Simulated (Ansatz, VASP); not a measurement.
# NaCl in VASP and in Ansatz

```
Na Cl
1.0
     0.00000    2.80343    2.83175
     2.83175    0.00000    2.83175
     2.83175    2.80343    0.00000
Na Cl
1 1
Direct
  0.00000 0.00000 0.00000
  0.50000 0.50000 0.50000
```

Change from the starting cell: strain -0.0100 x Voigt [0, 1, 0, 0, 0, 0], atoms carried along.

Alike in both runs: task single point; functional r2SCAN; k mesh 8 × 8 × 8; occupations gaussian, width 0.05 eV; no spin polarisation.

|  | VASP | Ansatz |
| --- | --- | --- |
| version | VASP 6.6.1 | Ansatz 0.2.0 |
| potentials or method | VASP PAW PBE potentials, release 64 (Na_pv, Cl), cutoff 520 eV | scalar-relativistic, plane waves, PAW |
| valence electrons in the cell | 14 | 16 |

Ansatz gave:

```
gap on the k mesh at the Fermi level (eV)                     : 5.89
least direct gap on the mesh (eV)                             : 5.89
pressure (GPa)                                                : -0.5
traceless stress, the component that is largest in VASP (GPa) : 0.29
```

**Question.** What did VASP give for the same quantities?

**Answer.** gap on the k mesh at the Fermi level (eV): 5.91; least direct gap on the mesh (eV): 5.91; pressure (GPa): -0.7; traceless stress, the component that is largest in VASP (GPa): 0.30.

VASP's potentials were made for PBE, not for r2SCAN. The functional is the same, so the differences come from potentials, cutoffs and numerics. VASP's potentials hold 14 valence electrons a cell and Ansatz's 16, so a difference there can come from the potentials and not from the codes.
